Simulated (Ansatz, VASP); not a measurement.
Te in VASP and in Ansatz

```
CELL_PARAMETERS angstrom
0.00000 3.53841 3.53841
3.53841 0.00000 3.53841
3.53841 3.53841 0.00000
ATOMIC_POSITIONS crystal
Te 0.12500 0.12500 0.12500
Te 0.87500 0.87500 0.87500
```

Alike in both runs: task single point; functional RPBE; k mesh 9 × 9 × 9; occupations fermi-dirac, width 0.1 eV; no spin polarisation.

|  | VASP | Ansatz |
| --- | --- | --- |
| version | VASP 6.6.1 | Ansatz 0.2.0 |
| potentials or method | VASP PAW PBE potentials, release 64 (Te), cutoff 520 eV | plane waves (420 eV) with PAW, scalar-relativistic |
| valence electrons in the cell | 12 | 32 |

|  | VASP | Ansatz | Ansatz less VASP |
| --- | --- | --- | --- |
| pressure (GPa) | 2.4 | 2.4 | +0.04 |

VASP's potentials were made for PBE, not for RPBE. VASP's potentials hold 12 valence electrons a cell and Ansatz's 32, so a difference there can come from the potentials and not from the codes.

Neither program's run includes spin-orbit coupling.
